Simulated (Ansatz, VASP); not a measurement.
# One calculation of Hf5C4, two programs

INCAR

```
SYSTEM = Hf5C4
  PREC = Accurate
  ENCUT = 520
  EDIFF = 1E-6
  ISMEAR = 1
  SIGMA = 0.2
  LREAL = .False.
  LASPH = .True.
  NELM = 80
  ALGO = Normal
  ISIF = 2
  LWAVE = .False.
  LCHARG = .True.
  LDIPOL = .True.
  IDIPOL = 3
  DIPOL = 0.5 0.5 0.500
  GGA = PE
  LELF = .True.
  LVHAR = .True.
  LVACPOTAV = .True.
  NBANDS = 43
```

File KPOINTS:

```
regular mesh
0
Gamma
  12 12 1
  0 0 0
```

File POSCAR:

```
Hf5C4
1.0
    3.2891025626      0.0000000000      0.0000000000
   -1.6445512813      2.8484463749      0.0000000000
    0.0000000000      0.0000000000     25.7421639869
Hf C
5 4
Direct
    0.3333333333      0.6666666667      0.2913507972
    0.0000000000      0.0000000000      0.3956753986
    0.6666666667      0.3333333333      0.5000000000
    0.3333333333      0.6666666667      0.6043246014
    0.0000000000      0.0000000000      0.7086492028
    0.6666666667      0.3333333333      0.3435130979
    0.3333333333      0.6666666667      0.4478376993
    0.0000000000      0.0000000000      0.5521623007
    0.6666666667      0.3333333333      0.6564869021
```

Input for Ansatz:

```yaml
crystal:
  lattice:
    - [3.2891025626, 0.0, 0.0]
    - [-1.6445512813, 2.8484463749, 0.0]
    - [0.0, 0.0, 25.7421639869]
  atoms:
    - { symbol: Hf, position: [0.3333333333, 0.6666666667, 0.2913507972] }
    - { symbol: C, position: [0.6666666667, 0.3333333333, 0.3435130979] }
    - { symbol: Hf, position: [0.0, 0.0, 0.3956753986] }
    - { symbol: C, position: [0.3333333333, 0.6666666667, 0.4478376993] }
    - { symbol: Hf, position: [0.6666666667, 0.3333333333, 0.5] }
    - { symbol: C, position: [0.0, 0.0, 0.5521623007] }
    - { symbol: Hf, position: [0.3333333333, 0.6666666667, 0.6043246014] }
    - { symbol: C, position: [0.6666666667, 0.3333333333, 0.6564869021] }
    - { symbol: Hf, position: [0.0, 0.0, 0.7086492028] }
basis:
  ecutwfc: 420
kpoints:
  mp_grid: { grid: [12, 12, 1] }
hamiltonian:
  xc: pbe
scf:
  occupations: { method: cold, width: 0.2 }
output:
  forces: true
  stress: true
  eigenvalues: true
efield:
  axis: 3
  dipole_correction: true
  ramp_width: 0.04
```

Alike in both runs: task single point; functional PBE; k mesh 12 × 12 × 1; no spin polarisation.

|  | VASP | Ansatz |
| --- | --- | --- |
| version | VASP 6.6.1 | Ansatz 0.2.0 |
| potentials or method | VASP PAW PBE potentials, release 64 (Hf_pv, C), cutoff 520 eV | scalar-relativistic, plane waves, PAW |
| occupations | methfessel-paxton of order 1, width 0.2 eV | cold, width 0.2 eV |
| valence electrons in the cell | 66 | 146 |

|  | VASP | Ansatz | Ansatz less VASP |
| --- | --- | --- | --- |
| gap on the k mesh at the Fermi level (eV) | none | none | - |
| rms of the force components (eV/Å) | 0.642 | 0.622 | -0.0200 |
| work function, face that differs most (eV) | 4.56 | 4.59 | +0.025 |

A gap of «none» marks a metal or a gap that the smearing closes. VASP's potentials hold 66 valence electrons a cell and Ansatz's 146, so a difference there can come from the potentials and not from the codes.

Neither program's run includes spin-orbit coupling.
